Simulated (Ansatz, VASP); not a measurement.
One calculation of Zr2TiS4, two programs

File INCAR:

```
SYSTEM = Zr2TiS4
ALGO = Normal ; EDIFF = 1E-6
ENCUT = 520 ; GGA = PE
ISIF = 2 ; ISMEAR = 0
LASPH = .True. ; LCHARG = .True.
LELF = .True. ; LREAL = .False.
LVHAR = .True. ; LWAVE = .False.
NBANDS = 39 ; NELM = 60
PREC = Accurate ; SIGMA = 0.2
```

File KPOINTS:

```
k-points
0
Gamma
  4 4 4
  0 0 0
```

POSCAR

```
Zr2TiS4
1.0
    0.0000000000      0.0000000000      5.0885130001
    5.1156236342      0.0000000000      0.0000000000
    0.0000000000      5.1156236342      0.0000000000
Zr Ti S
2 1 4
Direct
    0.5000000000      1.0000000000      0.5000000000
    0.5000000000      0.5000000000      0.0000000000
    1.0000000000      0.5000000000      0.5000000000
    0.5000000000      0.5000000000      0.5000000000
    0.5000000000      0.0000000000      0.0000000000
    0.0000000000      0.0000000000      0.5000000000
    1.0000000000      0.5000000000      0.0000000000
```

Input for Ansatz:

```yaml
crystal:
  lattice:
    - [0.0, 0.0, 5.0885130001]
    - [5.1156236342, 0.0, 0.0]
    - [0.0, 5.1156236342, 0.0]
  atoms:
    - { symbol: Zr, position: [0.5, 1.0, 0.5] }
    - { symbol: Zr, position: [0.5, 0.5, 0.0] }
    - { symbol: Ti, position: [1.0, 0.5, 0.5] }
    - { symbol: S, position: [0.5, 0.5, 0.5] }
    - { symbol: S, position: [0.5, 0.0, 0.0] }
    - { symbol: S, position: [0.0, 0.0, 0.5] }
    - { symbol: S, position: [1.0, 0.5, 0.0] }
basis:
  ecutwfc: 420
kpoints:
  mp_grid: { grid: [4, 4, 4] }
hamiltonian:
  xc: pbe
scf:
  occupations: { method: gaussian, width: 0.2 }
  lower_state_search: "off"
output:
  forces: true
  stress: true
  eigenvalues: true
```

Alike in both runs: task single point; functional PBE; k mesh 4 × 4 × 4; occupations gaussian, width 0.2 eV; no spin polarisation.

|  | VASP | Ansatz |
| --- | --- | --- |
| version | VASP 6.6.1 | Ansatz 0.2.0 |
| potentials or method | VASP PAW PBE potentials, release 64 (Zr_sv, Ti_sv, S), cutoff 520 eV | scalar-relativistic, plane waves, PAW |
| valence electrons in the cell | 60 | 60 |

Ansatz gave:

| Property | Result |
| --- | --- |
| gap on the k mesh at the Fermi level (eV) | none |
| pressure (GPa) | -0.4 |
| traceless stress, the component that is largest in VASP (GPa) | 0.12 |

Q: Estimate VASP's values.

A: gap on the k mesh at the Fermi level (eV): none; pressure (GPa): -0.4; traceless stress, the component that is largest in VASP (GPa): 0.11.

A gap of «none» marks a metal or a gap that the smearing closes.
